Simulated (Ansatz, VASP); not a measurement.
**One calculation of Te, two programs**

Contents of INCAR:

```
PREC = Accurate
ENCUT = 520
EDIFF = 1E-8
ISMEAR = -1
SIGMA = 0.08
LREAL = F
LASPH = T
NELM = 60
ALGO = Normal
ISIF = 2
LWAVE = F
LCHARG = F
GGA = PE
LEFG = T
NBANDS = 16
```

File KPOINTS:

```
regular mesh
0
Gamma
  9 9 6
```

POSCAR

```
Te
1.0
    4.4579994587      0.0668699919      0.0668699919
   -2.1710886177      3.8273057854      0.0244761158
    0.0888750000      0.0888750000      5.9250000000
Te
3
Direct
    0.7450000000      0.0000000000      0.3333333333
    0.0000000000      0.7450000000      0.6666666667
    0.2550000000      0.2550000000      0.0000000000
```

Input for Ansatz:

```yaml
crystal:
  lattice:
    - [4.4579994587, 0.0668699919, 0.0668699919]
    - [-2.1710886177, 3.8273057854, 0.0244761158]
    - [0.088875, 0.088875, 5.925]
  atoms:
    - { symbol: Te, position: [0.745, 0.0, 0.3333333333] }
    - { symbol: Te, position: [0.0, 0.745, 0.6666666667] }
    - { symbol: Te, position: [0.255, 0.255, 0.0] }
kpoints:
  mp_grid: { grid: [9, 9, 6] }
scf:
  occupations: { method: fermi_dirac, width: 0.08 }
hamiltonian:
  xc: pbe
  pseudopotentials: { kind: all_electron, datasets: crystal }
output:
  forces: true
  stress: true
  eigenvalues: true
  efg: { contact_densities: true }
```

Change from the starting cell: equal xy, yz and zx shear strains of +3 %, crystal datasets.

Alike in both runs: task electric field gradients; functional PBE; k mesh 9 × 9 × 6; occupations fermi-dirac, width 0.08 eV; no spin polarisation.

```csv
,VASP,Ansatz
version,VASP 6.6.1,Ansatz 0.2.0
potentials or method,"VASP PAW PBE potentials, release 64 (Te), cutoff 520 eV","all-electron PAW with datasets made for the crystal, scalar-relativistic"
```

Ansatz gave:

* pressure (GPa): 3.3
* traceless stress, the component that is largest in VASP (GPa): -1.56
* rms of the force components (eV/Å): 0.390
* size of Vzz on the site where it differs most (V/Å²): 615.1

Question: What did VASP give for the same quantities?

Answer: Pressure (GPa): 3.3; traceless stress, the component that is largest in VASP (GPa): -1.56; rms of the force components (eV/Å): 0.403; size of Vzz on the site where it differs most (V/Å²): 589.2.

Atom by atom the forces differ by 0.014 eV/Å (rms over components). Ansatz ran all-electron here, and VASP with PAW potentials.

Neither program's run includes spin-orbit coupling.
